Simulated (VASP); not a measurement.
**H6C2O: single point with PBE+D3(BJ)**

System: H6C2O.

```
CELL_PARAMETERS angstrom
7.96022 0.00000 0.00000
0.00000 7.96022 0.00000
0.00000 0.00000 7.96022
ATOMIC_POSITIONS crystal
C 0.94038 0.47227 0.02217
C 0.77827 0.54589 0.96078
C 0.45853 0.53853 0.49098
C 0.37455 0.39542 0.39991
C 0.52551 0.01361 0.79356
C 0.66244 0.12471 0.87598
C 0.14162 0.86549 0.33502
C 0.00104 0.99422 0.29108
O 0.64606 0.51404 0.08451
O 0.24906 0.32626 0.51051
O 0.82263 0.02654 0.91050
O 0.83478 0.95195 0.35460
H 0.54063 0.50690 0.02975
H 0.79739 0.68071 0.95607
H 0.74872 0.49386 0.84076
H 0.03454 0.50202 0.92854
H 0.97781 0.54447 0.13012
H 0.92833 0.33669 0.04471
H 0.21159 0.22311 0.45961
H 0.30984 0.44526 0.28664
H 0.46387 0.29685 0.36397
H 0.57627 0.57084 0.42640
H 0.37277 0.65047 0.50422
H 0.49236 0.50486 0.61948
H 0.80774 0.92999 0.82940
H 0.70478 0.21874 0.77714
H 0.62528 0.18249 0.00107
H 0.42560 0.09281 0.72900
H 0.58003 0.94598 0.68359
H 0.46525 0.92974 0.88601
H 0.80433 0.84508 0.29867
H 0.02897 0.10801 0.36711
H 0.99075 0.01983 0.16016
H 0.26725 0.91829 0.32092
H 0.12604 0.81750 0.46985
H 0.13689 0.74853 0.26526
```

| Quantity | Value |
| --- | --- |
| Program | VASP 6.6.1 |
| Task | single point |
| Functional | PBE |
| Dispersion | D3(BJ) |
| Potentials or basis | VASP PAW PBE potentials, release 64 (C, O, H) |
| Cutoff | 520 eV |
| k mesh | 1 × 1 × 1 |
| Occupations | fermi-dirac, width 0.002 eV |
| Spin | no spin polarisation |

| Quantity | Value |
| --- | --- |
| Pressure | -0.9 GPa |
| Largest force | 2.284 eV/Å |
| Band gap on the k mesh | 4.66 eV |
| Dispersion energy per atom | -0.028 eV |

Forces on the atoms (eV/Å):
```
C   -0.309 -0.033 -0.192
C   -0.295 -0.029  1.371
C   -0.102  0.832  0.114
C   -0.570  0.235  0.131
C   -0.168  0.883 -0.405
C    1.021 -0.171 -0.469
C   -1.023 -0.355  1.399
C    0.262 -0.341  2.243
O    1.404 -0.002  0.357
O    0.130  0.199  0.256
O   -1.809 -0.797 -1.099
O    0.336 -1.061 -0.504
H   -1.049  0.020 -0.674
H   -0.183  0.684 -0.465
H   -0.548 -0.230 -0.980
H    0.462 -0.304 -0.487
H    0.250 -0.121  0.997
H    0.281  0.107  0.085
H   -0.304 -0.413 -0.102
H    0.271 -0.175 -0.062
H    0.209  0.008 -0.116
H   -0.184  0.291 -0.081
H    0.597 -0.614 -0.314
H    0.072 -0.348  0.242
H    0.550  1.052  0.966
H   -0.555 -0.213  1.013
H    0.269 -0.316 -1.175
H    0.607 -0.337  0.822
H   -0.011 -0.130  0.561
H    0.120 -0.064 -0.316
H   -0.054  0.617  0.309
H   -0.047  0.021 -0.619
H    0.152  0.357 -1.123
H    0.169  0.166 -0.045
H    0.162  0.825 -0.954
H   -0.112 -0.240 -0.686
```

Stress tensor (GPa, compression positive):
```
-1.00  0.57  0.36
 0.57 -0.78 -0.15
 0.36 -0.15 -0.94
```

Levels at points of the mesh, in eV from the valence-band top:
| k point | band 38 | band 39 | band 40 | band 41 | band 42 | band 43 |
| --- | --- | --- | --- | --- | --- | --- |
| (0.00, 0.00, 0.00) | -0.09 | -0.08 | 0.00 | 4.66 | 5.60 | 6.06 |

It took 71 s on 1 thread of Intel(R) Xeon(R) Platinum 8259CL CPU @ 2.50GHz (Skylake/Cascade Lake), on a shared host, peak memory 0.44 GiB.

Caveat: the k points lie up to 0.79 Å⁻¹ apart; the atoms stand as in a frame of molecular dynamics.
